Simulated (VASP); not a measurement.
# Cu3H in VASP: relaxation of the atoms with r2SCAN

Aim: the relaxation of the atoms of Cu3H with r2SCAN.

Program: VASP 6.6.1. These are calculated values, not measurements. Logs are shortened: lines on timing, memory, paths and dates and some standing lists are left out, and cuts for length are marked.

## Step 1: The cell of the first run

The cell holds a slab with vacuum, 4 atoms: a = 2.531 Å, b = 2.531 Å, c = 23.130 Å, α = 90.00°, β = 90.00°, γ = 120.00°.

## Step 2: Relaxation of the atoms, r2SCAN

The input, POSCAR:

```
Cu3H
1.0
    2.5305027254      0.0000000000      0.0000000000
   -1.2652513627      2.1914796445      0.0000000000
    0.0000000000      0.0000000000     23.1298555601
Cu H
3 1
Selective dynamics
Direct
    0.3333333333      0.6666666667      0.3674904055  F F F
    0.6666666667      0.3333333333      0.4554416314  T T T
    0.3333333333      0.6666666667      0.5433983681  T T T
    0.0000000000      0.0000000000      0.5753916504  T T T
```

The input, INCAR.step1:

```
SYSTEM = Cu3H
PREC     = Accurate       ! precision mode
ENCUT    = 520            ! plane-wave cutoff, eV
ISMEAR   = 0              ! smearing method
SIGMA    = 0.1            ! smearing width, eV
LREAL    = .FALSE.        ! projectors in reciprocal space
LASPH    = .TRUE.         ! aspherical terms in the spheres
NELM     = 100            ! most SCF steps
LDIPOL   = .TRUE.       
IDIPOL   = 3            
DIPOL    = 0.5 0.5 0.485
GGA      = PE             ! functional
ALGO     = Normal         ! electronic algorithm
EDIFF    = 1E-4           ! SCF threshold, eV
LWAVE    = .TRUE.         ! write WAVECAR
LCHARG   = .FALSE.        ! write CHGCAR
```

The input, INCAR.step2:

```
SYSTEM = Cu3H
PREC     = Accurate       ! precision mode
ENCUT    = 520            ! plane-wave cutoff, eV
EDIFF    = 1E-6           ! SCF threshold, eV
ISMEAR   = 0              ! smearing method
SIGMA    = 0.1            ! smearing width, eV
LREAL    = .FALSE.        ! projectors in reciprocal space
LASPH    = .TRUE.         ! aspherical terms in the spheres
NELM     = 100            ! most SCF steps
ALGO     = Normal         ! electronic algorithm
ISIF     = 2              ! what is computed and relaxed
LWAVE    = .FALSE.        ! write WAVECAR
LCHARG   = .FALSE.        ! write CHGCAR
LDIPOL   = .TRUE.       
IDIPOL   = 3            
DIPOL    = 0.5 0.5 0.485
METAGGA  = R2SCAN         ! meta-GGA
LMIXTAU  = .TRUE.       
IBRION   = 2              ! ionic algorithm
NSW      = 90             ! ionic steps
EDIFFG   = -0.03          ! ionic threshold
ISTART   = 1
```

The input, KPOINTS:

```
Automatic mesh
0
G
  12 12 1
  0 0 0
```

Potentials or basis: VASP PAW PBE potentials, release 64 (Cu, H).

Run with:

```
$ cat potpaw_PBE.64/Cu/POTCAR potpaw_PBE.64/H/POTCAR > POTCAR
$ cp INCAR.step1 INCAR
$ mpirun -np 1 vasp_std > vasp.out
$ cp INCAR.step2 INCAR
$ mpirun -np 1 vasp_std > vasp.out
```

OUTCAR:

```text
SYSTEM = Cu3H
   PREC = Accurate
   ENCUT = 520
   EDIFF = 1E-6
   ISMEAR = 0
   LREAL = .FALSE.
   LASPH = .TRUE.
   NELM = 100
   ISIF = 2
   METAGGA = R2SCAN
   IBRION = 2
   NSW = 90
   EDIFFG = -0.03
   ISTART = 1

 ion  position               nearest neighbor table
   1  0.333  0.667  0.367-   2 2.50   2 2.50   2 2.50
   2  0.667  0.333  0.455-   1 2.50   1 2.50   1 2.50   3 2.50   3 2.50   3 2.50
   3  0.333  0.667  0.543-   4 1.64   4 1.64   4 1.64   2 2.50   2 2.50   2 2.50
   4  0.000  0.000  0.575-   3 1.64   3 1.64   3 1.64

  LATTYP: Found a hexagonal cell.
 ALAT       =     2.5305027254
 C/A-ratio  =     9.1404191459

  Lattice vectors:

 A1 = (   2.5305027254,   0.0000000000,   0.0000000000)
 A2 = (  -1.2652513627,   2.1914796445,   0.0000000000)
 A3 = (   0.0000000000,   0.0000000000,  23.1298555601)

Analysis of symmetry for initial positions (statically):
=====================================================================
 Subroutine PRICEL returns:
 Original cell was already a primitive cell.

 Routine SETGRP: Setting up the symmetry group for a
 hexagonal supercell.

 Subroutine GETGRP returns: Found  6 space group operations
 (whereof  6 operations were pure point group operations)
 out of a pool of 24 trial point group operations.

The static configuration has the point symmetry C_3v.

Analysis of symmetry for dynamics (positions and initial velocities):
=====================================================================
 Subroutine PRICEL returns:
 Original cell was already a primitive cell.

 Routine SETGRP: Setting up the symmetry group for a
 hexagonal supercell.

 Subroutine GETGRP returns: Found  6 space group operations
 (whereof  6 operations were pure point group operations)
 out of a pool of 24 trial point group operations.

The dynamic configuration has the point symmetry C_3v.

Analysis of constrained symmetry for selective dynamics:
=====================================================================
 Subroutine PRICEL returns:
 Original cell was already a primitive cell.

 Routine SETGRP: Setting up the symmetry group for a
 hexagonal supercell.

 Subroutine GETGRP returns: Found  6 space group operations
 (whereof  6 operations were pure point group operations)
 out of a pool of 24 trial point group operations.

The constrained configuration has the point symmetry C_3v.

 Subroutine INISYM returns: Found  6 space group operations
 (whereof  6 operations are pure point group operations),
 and found     1 'primitive' translations

----------------------------------------------------------------------------------------

                                     Primitive cell

  volume of cell :     128.2677

  direct lattice vectors                    reciprocal lattice vectors
     2.530502725  0.000000000  0.000000000     0.395178393  0.228156351  0.000000000
    -1.265251363  2.191479645  0.000000000     0.000000000  0.456312703  0.000000000
     0.000000000  0.000000000 23.129855560     0.000000000  0.000000000  0.043234165

  length of vectors
     2.530502725  2.530502725 23.129855560     0.456312703  0.456312703  0.043234165

  position of ions in fractional coordinates (direct lattice)
     0.333333333  0.666666667  0.367490405
     0.666666667  0.333333333  0.455441631
     0.333333333  0.666666667  0.543398368
     0.000000000  0.000000000  0.575391650

  ion indices of the primitive-cell ions
   primitive index   ion index
                 1           1
                 2           2
                 3           3
                 4           4

----------------------------------------------------------------------------------------

 KPOINTS: Automatic mesh

Automatic generation of k-mesh.
 Grid dimensions read from file:
 generate k-points for:   12   12    1

 Generating k-lattice:

  Cartesian coordinates                     Fractional coordinates (reciprocal lattice)
     0.032931533  0.019013029  0.000000000     0.083333333  0.000000000  0.000000000
     0.000000000  0.038026059  0.000000000     0.000000000  0.083333333  0.000000000
     0.000000000  0.000000000  0.043234165     0.000000000  0.000000000  1.000000000

  Length of vectors
     0.038026059  0.038026059  0.043234165

  Shift w.r.t. Gamma in fractional coordinates (k-lattice)
     0.000000000  0.000000000  0.000000000

 Subroutine IBZKPT returns following result:
 ===========================================

 Found     19 irreducible k-points:

 Following reciprocal coordinates:
            Coordinates               Weight
  0.000000  0.000000  0.000000      1.000000
  0.083333  0.000000  0.000000      6.000000
  0.166667 -0.000000  0.000000      6.000000
  0.250000 -0.000000  0.000000      6.000000
  0.333333  0.000000  0.000000      6.000000
  0.416667  0.000000  0.000000      6.000000
[... 11 lines left out ...]
  0.333333  0.250000  0.000000     12.000000
  0.333333  0.333333  0.000000      2.000000
   k-points           NKPTS =     19   k-points in BZ     NKDIM =     19   number of bands    NBANDS=     21
   number of dos      NEDOS =    301   number of ions     NIONS =      4
   total plane-waves  NPLWV =  72000
   dimension x,y,z NGX =    20 NGY =   20 NGZ =  180
   dimension x,y,z NGXF=    40 NGYF=   40 NGZF=  360
   ions per type =               3   1
   NGX,Y,Z   is equivalent  to a cutoff of  13.14, 13.14, 12.94 a.u.
   NGXF,Y,Z  is equivalent  to a cutoff of  26.28, 26.28, 25.88 a.u.
 SYSTEM =  Cu3H
   PREC   = accura    normal or accurate (medium, high low for compatibility)
   ISTART =      1    job   : 0-new  1-cont  2-samecut
   ICHARG =      0    charge: 1-file 2-atom 10-const
   ISPIN  =      1    spin polarized calculation?
   LNONCOLLINEAR =      F non collinear calculations
   LSORBIT =      F    spin-orbit coupling
   LASPH  =      T    aspherical Exc in radial PAW
   ENCUT  =  520.0 eV  38.22 Ry    6.18 a.u.   4.71  4.71 43.01*2*pi/ulx,y,z
   NELM   =    100;   NELMIN=  2; NELMDL=  0     # of ELM steps
   EDIFF  = 0.1E-05   stopping-criterion for ELM
   LREAL  =      F    real-space projection
   EDIFFG = -.3E-01   stopping-criterion for IOM
   NSW    =     90    number of steps for IOM
   IBRION =      2    ionic relax: 0-MD 1-quasi-New 2-CG
   NFREE  =      1    steps in history (QN), initial steepest desc. (CG)
   ISIF   =      2    stress and relaxation
   ISYM   =      2    0-nonsym 1-usesym 2-fastsym
   POTIM  = 0.5000    time-step for ionic-motion
   TEBEG  =    0.0;   TEEND  =   0.0 temperature during run
   PSTRESS=    0.0 pullay stress
   NELECT =      34.0000    total number of electrons
   NUPDOWN=      -1.0000    fix difference up-down
   EMIN   =  10.00;   EMAX   =-10.00  energy-range for DOS
   EFERMI =   0.00;   METHOD = LEGACY
   ISMEAR =     0;   SIGMA  =   0.10  broadening in eV -4-tet -1-fermi 0-gaus
   EFERMI_NEDOS =   21; number of points for ismear=-14 and -15
   IALGO  =     38    algorithm
   IMIX   =      4    mixing-type and parameters
     AMIX     =   0.40;   BMIX     =  1.00
     AMIX_MAG =   1.60;   BMIX_MAG =  1.00
  volume/ion in A,a.u.               =      32.07       216.40
  Fermi-wavevector in a.u.,A,eV,Ry     =   1.051628  1.987288 15.046971  1.105921
  Thomas-Fermi vector in A             =   2.186678
   LORBIT       =      0    0 simple, 1 ext, 2 COOP (PROOUT), +10 PAW based schemes
   METAGGA = R2SCAN    functional components
   LHFCALC =     F    Hartree Fock is set to
   AEXX    =    0.0000 exact exchange contribution
   IVDW    =     0    specifies the selected vdW correction
   LEPSILON=     F    determine dielectric tensor
   LRPA    =     F    only Hartree local field effects (RPA)
 conjugate gradient relaxation of ions
 non-spin polarized calculation
 Gauss-broadening in eV      SIGMA  =   0.10
  energy-cutoff  :      520.00
  volume of cell :      128.27
 maximum number of plane-waves:      3495
 NGX is ok and might be reduce to    20
   NGX =  9   NGY =  9   NGZ = 87

--------------------------------------- Ionic step        1  -------------------------------------------

 number of electron      33.9999984 magnetization

 Free energy of the ion-electron system (eV)
  ---------------------------------------------------
  ext. energy  EPLUGINS =         0.00000000
  ---------------------------------------------------
  free energy    TOTEN  =       -34.98320791 eV

  energy without entropy =      -34.97155068  energy(sigma->0) =      -34.97737929

------------------------ aborting loop because EDIFF is reached ----------------------------------------

  FORCE on cell =-STRESS in cart. coord.  units (eV):
  Direction    XX          YY          ZZ          XY          YZ          ZX
  --------------------------------------------------------------------------------------
  -------------------------------------------------------------------------------------
  Total        0.5186261      0.5186261      1.9770616      0.0000000      0.0000000      0.0000000
  in kB        6.4781020      6.4781020     24.6952600      0.0000000      0.0000000      0.0000000
  external PRESSURE =      12.5504880 kB  Pullay stress =       0.0000000 kB
[... 209 lines left out ...]
  FREE ENERGIE OF THE ION-ELECTRON SYSTEM (eV)
  ---------------------------------------------------
  free  energy   TOTEN  =       -35.0451950483 eV

  energy  without entropy=      -35.0377717391  energy(sigma->0) =      -35.04148339

 dipolmoment           0.000000      0.000000      0.001479 electrons x Angstroem

--------------------------------------- Ionic step        7  -------------------------------------------

 number of electron      33.9999992 magnetization

------------------------ aborting loop because EDIFF is reached ----------------------------------------
[... 33 lines left out ...]
--------------------------------------- Ionic step        8  -------------------------------------------

 number of electron      33.9999983 magnetization

 dipolmoment           0.000000      0.000000     -0.002240 electrons x Angstroem

 Free energy of the ion-electron system (eV)
  ---------------------------------------------------
  ext. energy  EPLUGINS =         0.00000000
  ---------------------------------------------------
  free energy    TOTEN  =       -35.04809638 eV

  energy without entropy =      -35.04065675  energy(sigma->0) =      -35.04437656

 E-fermi :  -1.2256     XC(G=0):  -4.6133

 val. band max:       -1.4561075123   @ k =   0.2500   0.0833   0.0000
 cond. band min:      -1.1724260624   @ k =   0.3333   0.2500   0.0000
 fundamental gap:      0.2836814499
 Fermi energy:        -1.2256443715

 k-point     1 :       0.0000    0.0000    0.0000
  band No.  band energies     occupation
      1     -11.5984      2.00000
      2      -9.7827      2.00000
      3      -7.3571      2.00000
      4      -5.1944      2.00000
      5      -4.8899      2.00000
      6      -4.8897      2.00000
[... 445 lines left out ...]
     20       3.4132      0.00000
     21       5.2495      0.00000

------------------------ aborting loop because EDIFF is reached ----------------------------------------

 vacuum level on the upper side and lower side of the slab       (xc-potential included)        -0.033         0.034

  FORCE on cell =-STRESS in cart. coord.  units (eV):
  Direction    XX          YY          ZZ          XY          YZ          ZX
  --------------------------------------------------------------------------------------
  -------------------------------------------------------------------------------------
  Total       -0.5844252     -0.5844252      0.0060361      0.0000000      0.0000000      0.0000000
  in kB       -7.2999909     -7.2999909      0.0753964      0.0000000      0.0000000      0.0000000
  external PRESSURE =      -4.8415284 kB  Pullay stress =       0.0000000 kB
[... 19 lines left out ...]
  FREE ENERGIE OF THE ION-ELECTRON SYSTEM (eV)
  ---------------------------------------------------
  free  energy   TOTEN  =       -35.0480963787 eV

  energy  without entropy=      -35.0406567466  energy(sigma->0) =      -35.04437656

 reached required accuracy - stopping structural energy minimisation

 vacuum level on the upper side and lower side of the slab         3.584         3.651
```

It took 29 min on 1 thread of Intel Xeon Platinum 8488C (Sapphire Rapids), shared host; peak memory 0.31 GiB.

Results:

| Property | Result |
| --- | --- |
| Free energy | -35.0481 eV |
| Energy gained by relaxing | 16.2 meV/atom |
| Ionic steps | 8 |
| Band gap on the k mesh | zero (bands 17 and 18 overlap by 5.72 eV) |

The path:
| step | energy change (eV) | largest force on free atoms (eV/Å) | pressure (GPa) |
| --- | --- | --- | --- |
| 1 | 0.0000 | 0.5659 | 1.26 |
| 2 | -0.0172 | 0.4311 | 1.06 |
| 3 | -0.0333 | 0.2040 | 0.64 |
| 4 | -0.0387 | 0.1803 | 0.51 |
| 5 | -0.0516 | 0.1924 | 0.17 |
| 6 | -0.0620 | 0.2083 | -0.46 |
| 7 | -0.0619 | 0.2095 | -0.48 |
| 8 | -0.0649 | 0.0127 | -0.48 |

Final structure:
```
CELL_PARAMETERS angstrom
2.53050 0.00000 0.00000
-1.26525 2.19148 0.00000
0.00000 0.00000 23.12986
ATOMIC_POSITIONS crystal
Cu 0.33333 0.66667 0.36749
Cu 0.66667 0.33333 0.45732
Cu 0.33333 0.66667 0.54993
H 0.00000 0.00000 0.58645
```

Caveat: the PAW data sets were made with another functional, which shifts forces and pressure a little.

The gap in the log of VASP goes by the Fermi energy; the results here count the filled bands.